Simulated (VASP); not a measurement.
# MgO in VASP: further runs

The runs below take MgO through single point, with r2SCAN.

All numbers are computed with VASP 6.6.1; they aren't measurements. Logs are shortened: lines on timing, memory, paths and dates and some standing lists are left out, and cuts for length are marked.

## (1) The cell of the first run

The structure is tetragonal, space group I4/mmm (No. 139). Conventional cell: a = 2.973 Å, b = 2.973 Å, c = 4.428 Å, α = 90.00°, β = 90.00°, γ = 90.00°. Within 2.8 Å of Mg (site symmetry 4/mmm) lie 6 O at 2.10 to 2.21 Å. Within 2.8 Å of O (site symmetry 4/mmm) lie 6 Mg at 2.10 to 2.21 Å.

## (2) Single point, r2SCAN (uniaxial y strain +5.3%)

Contents of POSCAR:

```
MgO
1.0
    0.0000000000      2.2137931477      2.1021680256
    2.1021680256      0.0000000000      2.1021680256
    2.1021680256      2.2137931477      0.0000000000
Mg O
1 1
Direct
    0.0000000000      0.0000000000      0.0000000000
    0.5000000000      0.5000000000      0.5000000000
```

Contents of INCAR.step1:

```
PREC = Accurate ; ENCUT = 750
ISMEAR = 0 ; SIGMA = 0.01
LREAL = F ; LASPH = T
NELM = 120 ; NBANDS = 15
GGA = PE ; ALGO = Normal
EDIFF = 1E-5 ; LWAVE = T
LCHARG = F ; GGA_COMPAT = F
```

Contents of INCAR.step2:

```
PREC = Accurate ; ENCUT = 750
EDIFF = 1E-6 ; ISMEAR = 0
SIGMA = 0.01 ; LREAL = F
LASPH = T ; NELM = 120
ALGO = Normal ; ISIF = 2
LWAVE = F ; LCHARG = F
METAGGA = R2SCAN ; LMIXTAU = T
NBANDS = 15 ; ISTART = 1
GGA_COMPAT = F
```

Contents of KPOINTS:

```
Automatic mesh
0
Gamma
  10 10 10
```

Potentials or basis: VASP PAW PBE potentials, release 64 (Mg_sv, O).

Launch:

```
$ cat potpaw_PBE.64/Mg_sv/POTCAR potpaw_PBE.64/O/POTCAR > POTCAR
$ cp INCAR.step1 INCAR
$ mpirun -np 1 vasp_std > vasp.out
$ cp INCAR.step2 INCAR
$ mpirun -np 1 vasp_std > vasp.out
```

OUTCAR:

```text
PREC = Accurate
   ENCUT = 750
   EDIFF = 1E-6
   ISMEAR = 0
   LREAL = F
   LASPH = T
   NELM = 120
   ISIF = 2
   METAGGA = R2SCAN
   ISTART = 1

 ion  position               nearest neighbor table
   1  0.000  0.000  0.000-   2 2.10   2 2.10   2 2.10   2 2.10
   2  0.500  0.500  0.500-   1 2.10   1 2.10   1 2.10   1 2.10

  LATTYP: Found a body centered tetragonal cell.
 ALAT       =     2.9729145322
 C/A-ratio  =     1.4893083025

  Lattice vectors:

 A1 = (   0.0000000000,  -2.2137931477,   2.1021680256)
 A2 = (   0.0000000000,  -2.2137931477,  -2.1021680256)
 A3 = (   2.1021680256,   2.2137931477,   0.0000000000)

Analysis of symmetry for initial positions (statically):
=====================================================================
 Subroutine PRICEL returns:
 Original cell was already a primitive cell.

 Routine SETGRP: Setting up the symmetry group for a
 body centered tetragonal supercell.

 Subroutine GETGRP returns: Found 16 space group operations
 (whereof 16 operations were pure point group operations)
 out of a pool of 16 trial point group operations.

The static configuration has the point symmetry D_4h.

Analysis of symmetry for dynamics (positions and initial velocities):
=====================================================================
 Subroutine PRICEL returns:
 Original cell was already a primitive cell.

 Routine SETGRP: Setting up the symmetry group for a
 body centered tetragonal supercell.

 Subroutine GETGRP returns: Found 16 space group operations
 (whereof 16 operations were pure point group operations)
 out of a pool of 16 trial point group operations.

The dynamic configuration has the point symmetry D_4h.

 Subroutine INISYM returns: Found 16 space group operations
 (whereof 16 operations are pure point group operations),
 and found     1 'primitive' translations

----------------------------------------------------------------------------------------

                                     Primitive cell

  volume of cell :      19.5660

  direct lattice vectors                    reciprocal lattice vectors
     0.000000000  2.213793148  2.102168026    -0.237849684  0.225856693  0.237849684
     2.102168026  0.000000000  2.102168026     0.237849684 -0.225856693  0.237849684
     2.102168026  2.213793148  0.000000000     0.237849684  0.225856693 -0.237849684

  length of vectors
     3.052865950  2.972914532  3.052865950     0.405161931  0.405161931  0.405161931

  position of ions in fractional coordinates (direct lattice)
     0.000000000  0.000000000  0.000000000
     0.500000000  0.500000000  0.500000000

  ion indices of the primitive-cell ions
   primitive index   ion index
                 1           1
                 2           2

----------------------------------------------------------------------------------------

 KPOINTS: Automatic mesh

Automatic generation of k-mesh.
 Grid dimensions read from file:
 generate k-points for:   10   10   10

 Generating k-lattice:

  Cartesian coordinates                     Fractional coordinates (reciprocal lattice)
    -0.023784968  0.022585669  0.023784968     0.100000000  0.000000000  0.000000000
     0.023784968 -0.022585669  0.023784968     0.000000000  0.100000000  0.000000000
     0.023784968  0.022585669 -0.023784968     0.000000000  0.000000000  0.100000000

  Length of vectors
     0.040516193  0.040516193  0.040516193

  Shift w.r.t. Gamma in fractional coordinates (k-lattice)
     0.000000000  0.000000000  0.000000000

 Subroutine IBZKPT returns following result:
 ===========================================

 Found    102 irreducible k-points:

 Following reciprocal coordinates:
            Coordinates               Weight
  0.000000  0.000000  0.000000      1.000000
  0.100000  0.000000 -0.000000      8.000000
  0.200000  0.000000 -0.000000      8.000000
  0.300000  0.000000 -0.000000      8.000000
  0.400000  0.000000 -0.000000      8.000000
  0.500000  0.000000  0.000000      4.000000
[... 16 lines left out ...]
  0.300000  0.300000  0.000000      4.000000
  0.400000  0.300000 -0.000000     16.000000
 [... further k-points ...]
   k-points           NKPTS =    102   k-points in BZ     NKDIM =    102   number of bands    NBANDS=     15
   number of dos      NEDOS =    301   number of ions     NIONS =      2
   total plane-waves  NPLWV =  21952
   dimension x,y,z NGX =    28 NGY =   28 NGZ =   28
   dimension x,y,z NGXF=    56 NGYF=   56 NGZF=   56
   ions per type =               1   1
   NGX,Y,Z   is equivalent  to a cutoff of  15.25, 15.66, 15.25 a.u.
   NGXF,Y,Z  is equivalent  to a cutoff of  30.50, 31.32, 30.50 a.u.
 SYSTEM =  unknown system
   PREC   = accura    normal or accurate (medium, high low for compatibility)
   ISTART =      1    job   : 0-new  1-cont  2-samecut
   ICHARG =      0    charge: 1-file 2-atom 10-const
   ISPIN  =      1    spin polarized calculation?
   LNONCOLLINEAR =      F non collinear calculations
   LSORBIT =      F    spin-orbit coupling
   LASPH  =      T    aspherical Exc in radial PAW
   ENCUT  =  750.0 eV  55.12 Ry    7.42 a.u.   6.82  6.64  6.82*2*pi/ulx,y,z
   NELM   =    120;   NELMIN=  2; NELMDL=  0     # of ELM steps
   EDIFF  = 0.1E-05   stopping-criterion for ELM
   LREAL  =      F    real-space projection
   EDIFFG = 0.1E-04   stopping-criterion for IOM
   NSW    =      0    number of steps for IOM
   IBRION =     -1    ionic relax: 0-MD 1-quasi-New 2-CG
   NFREE  =      0    steps in history (QN), initial steepest desc. (CG)
   ISIF   =      2    stress and relaxation
   ISYM   =      2    0-nonsym 1-usesym 2-fastsym
   POTIM  = 0.5000    time-step for ionic-motion
   TEBEG  =    0.0;   TEEND  =   0.0 temperature during run
   PSTRESS=    0.0 pullay stress
   NELECT =      16.0000    total number of electrons
   NUPDOWN=      -1.0000    fix difference up-down
   EMIN   =  10.00;   EMAX   =-10.00  energy-range for DOS
   EFERMI =   0.00;   METHOD = LEGACY
   ISMEAR =     0;   SIGMA  =   0.01  broadening in eV -4-tet -1-fermi 0-gaus
   EFERMI_NEDOS =   21; number of points for ismear=-14 and -15
   IALGO  =     38    algorithm
   IMIX   =      4    mixing-type and parameters
     AMIX     =   0.40;   BMIX     =  1.00
     AMIX_MAG =   1.60;   BMIX_MAG =  1.00
  volume/ion in A,a.u.               =       9.78        66.02
  Fermi-wavevector in a.u.,A,eV,Ry     =   1.530902  2.892986 31.887463  2.343662
  Thomas-Fermi vector in A             =   2.638321
   LORBIT       =      0    0 simple, 1 ext, 2 COOP (PROOUT), +10 PAW based schemes
   METAGGA = R2SCAN    functional components
   LHFCALC =     F    Hartree Fock is set to
   AEXX    =    0.0000 exact exchange contribution
   IVDW    =     0    specifies the selected vdW correction
   LEPSILON=     F    determine dielectric tensor
   LRPA    =     F    only Hartree local field effects (RPA)
 non-spin polarized calculation
 Gauss-broadening in eV      SIGMA  =   0.01
  energy-cutoff  :      750.00
  volume of cell :       19.57
 maximum number of plane-waves:       930
   NGX = 13   NGY = 13   NGZ = 13

 number of electron      16.0000000 magnetization

 Free energy of the ion-electron system (eV)
  ---------------------------------------------------
  ext. energy  EPLUGINS =         0.00000000
  ---------------------------------------------------
  free energy    TOTEN  =       -16.12714440 eV

  energy without entropy =      -16.12714440  energy(sigma->0) =      -16.12714440

 E-fermi :   2.3935     XC(G=0): -11.7814

 val. band max:        2.2530310975   @ k =   0.0000   0.0000   0.0000
 cond. band min:       7.3692330148   @ k =   0.0000   0.0000   0.0000
 fundamental gap:      5.1162019173
 Fermi energy:         2.3934792373

 k-point     1 :       0.0000    0.0000    0.0000
  band No.  band energies     occupation
      1     -72.9452      2.00000
      2     -38.0652      2.00000
      3     -38.0281      2.00000
      4     -38.0281      2.00000
      5     -15.7764      2.00000
      6       2.1503      2.00000
      7       2.1503      2.00000
      8       2.2530      2.00000
      9       7.3692      0.00000
     10      18.4470      0.00000
     11      18.9865      0.00000
     12      18.9865      0.00000
     13      22.7821      0.00000
     14      23.7462      0.00000
     15      25.3971      0.00000

 k-point     2 :       0.1000    0.0000   -0.0000
  band No.  band energies     occupation
      1     -72.9446      2.00000
      2     -38.0679      2.00000
      3     -38.0333      2.00000
      4     -38.0285      2.00000
      5     -15.6784      2.00000
      6       1.5673      2.00000
      7       2.0954      2.00000
      8       2.1497      2.00000
      9       7.9818      0.00000
     10      17.5496      0.00000
     11      18.8473      0.00000
     12      19.2362      0.00000
     13      23.0645      0.00000
     14      24.4152      0.00000
     15      24.5348      0.00000

 k-point     3 :       0.2000    0.0000   -0.0000
  band No.  band energies     occupation
      1     -72.9431      2.00000
      2     -38.0770      2.00000
      3     -38.0446      2.00000
      4     -38.0296      2.00000
      5     -15.4109      2.00000
      6       0.3080      2.00000
      7       1.9555      2.00000
      8       1.9589      2.00000
      9       9.1934      0.00000
     10      16.0242      0.00000
     11      19.1963      0.00000
     12      19.7953      0.00000
     13      22.5628      0.00000
     14      23.6407      0.00000
     15      25.3224      0.00000
[... 343 lines left out ...]
 k-point    23 :       0.3000    0.3000    0.0000
  band No.  band energies     occupation
      1     -72.9392      2.00000
      2     -38.0787      2.00000
      3     -38.0695      2.00000
      4     -38.0475      2.00000
      5     -14.8497      2.00000
      6      -0.8207      2.00000
      7       1.1090      2.00000
      8       1.3756      2.00000
      9      11.5594      0.00000
     10      13.3662      0.00000
     11      17.6953      0.00000
     12      20.3927      0.00000
     13      21.0116      0.00000
     14      26.8791      0.00000
     15      30.7335      0.00000

 k-point    24 :       0.4000    0.3000   -0.0000
  band No.  band energies     occupation
      1     -72.9379      2.00000
      2     -38.0859      2.00000
      3     -38.0747      2.00000
      4     -38.0511      2.00000
      5     -14.6341      2.00000
      6      -1.2143      2.00000
      7       0.8415      2.00000
      8       1.1590      2.00000
      9      12.3391      0.00000
     10      13.0535      0.00000
     11      16.7987      0.00000
     12      20.6668      0.00000
     13      21.4478      0.00000
     14      27.6615      0.00000
     15      30.0995      0.00000

 [... further k-points ...]

------------------------ aborting loop because EDIFF is reached ----------------------------------------

  FORCE on cell =-STRESS in cart. coord.  units (eV):
  Direction    XX          YY          ZZ          XY          YZ          ZX
  --------------------------------------------------------------------------------------
  -------------------------------------------------------------------------------------
  Total       -0.5587960     -1.5124649     -0.5587960      0.0000000     -0.0000000      0.0000000
  in kB      -45.7574679   -123.8494289    -45.7574679      0.0000000     -0.0000000      0.0000000
  external PRESSURE =     -71.7881216 kB  Pullay stress =       0.0000000 kB

 VOLUME and BASIS-vectors are now :
 -----------------------------------------------------------------------------
  energy-cutoff  :      750.00
  volume of cell :       19.57
      direct lattice vectors                 reciprocal lattice vectors
     0.000000000  2.213793148  2.102168026    -0.237849684  0.225856693  0.237849684
     2.102168026  0.000000000  2.102168026     0.237849684 -0.225856693  0.237849684
     2.102168026  2.213793148  0.000000000     0.237849684  0.225856693 -0.237849684

 POSITION                                       TOTAL-FORCE (eV/Angst)
 -----------------------------------------------------------------------------------
      0.00000      0.00000      0.00000        -0.000000      0.000000      0.000000
      2.10217      2.21379      2.10217         0.000000      0.000000     -0.000000
 -----------------------------------------------------------------------------------
    total drift:                                0.000000      0.000000      0.000000

  FREE ENERGIE OF THE ION-ELECTRON SYSTEM (eV)
  ---------------------------------------------------
  free  energy   TOTEN  =       -16.1271444049 eV

  energy  without entropy=      -16.1271444049  energy(sigma->0) =      -16.12714440
```

Wall time 2.7 min (1 thread of Intel Xeon Platinum 8259CL at 2.50GHz (Skylake/Cascade Lake), shared host); peak memory 0.19 GiB.

What came out:

- Free energy: -16.1271 eV
- Pressure: -7.2 GPa
- Band gap on the k mesh: 5.12 eV

Caveat: the cell differs from its parent crystal (uniaxial y strain +5.3%); the cell stands under tension; the PAW data sets were made with another functional, which shifts forces and pressure a little.

## (3) Single point, r2SCAN (strain -1.0%)

Contents of POSCAR:

```
MgO
1.0
    0.0000000000      2.0817769957      2.0817769957
    2.0817769957      0.0000000000      2.0817769957
    2.0817769957      2.0817769957      0.0000000000
Mg O
1 1
Direct
    0.0000000000      0.0000000000      0.0000000000
    0.5000000000      0.5000000000      0.5000000000
```

Contents of INCAR.step1:

```
PREC = Accurate
ENCUT = 750
ISMEAR = 0
SIGMA = 0.01
LREAL = False
LASPH = True
NELM = 120
NBANDS = 15
GGA = PE
ALGO = Normal
EDIFF = 1E-5
LWAVE = True
LCHARG = False
GGA_COMPAT = False
```

Contents of INCAR.step2:

```
PREC = Accurate
ENCUT = 750
EDIFF = 1E-6
ISMEAR = 0
SIGMA = 0.01
LREAL = False
LASPH = True
NELM = 120
ALGO = Normal
ISIF = 2
LWAVE = False
LCHARG = True
METAGGA = R2SCAN
LMIXTAU = True
LELF = True
LVHAR = True
NBANDS = 15
ISTART = 1
GGA_COMPAT = False
```

Contents of KPOINTS:

```
regular mesh
0
Gamma
  10 10 10
```

Potentials or basis: VASP PAW PBE potentials, release 64 (Mg_sv, O).

Launch:

```
$ cat potpaw_PBE.64/Mg_sv/POTCAR potpaw_PBE.64/O/POTCAR > POTCAR
$ cp INCAR.step1 INCAR
$ mpirun -np 1 vasp_std > vasp.out
$ cp INCAR.step2 INCAR
$ mpirun -np 1 vasp_std > vasp.out
```

Wall time 79 s (1 thread of Intel Xeon 6975P-C (Granite Rapids), shared host); peak memory 0.16 GiB.

It converged, with:

```yaml
Free_energy: -16.1512 eV
Pressure: 4.9 GPa
Band_gap_on_the_k_mesh: 6.01 eV
```

Levels at points of the mesh, in eV from the valence-band top:
```csv
k point,band 5,band 6,band 7,band 8,band 9,band 10,band 11,band 12
"(0.00, 0.00, 0.00)",-18.37,0.00,0.00,0.00,6.01,17.07,17.07,17.07
"(0.50, 0.00, 0.00)",-17.00,-4.75,-0.71,-0.71,9.06,14.26,17.88,17.88
"(0.50, 0.50, 0.00)",-16.78,-4.21,-1.41,-1.41,10.09,11.56,14.71,21.02
```

Caveat: the cell differs from its parent crystal (strain -1.0%); the cell stands under pressure; the PAW data sets were made with another functional, which shifts forces and pressure a little.
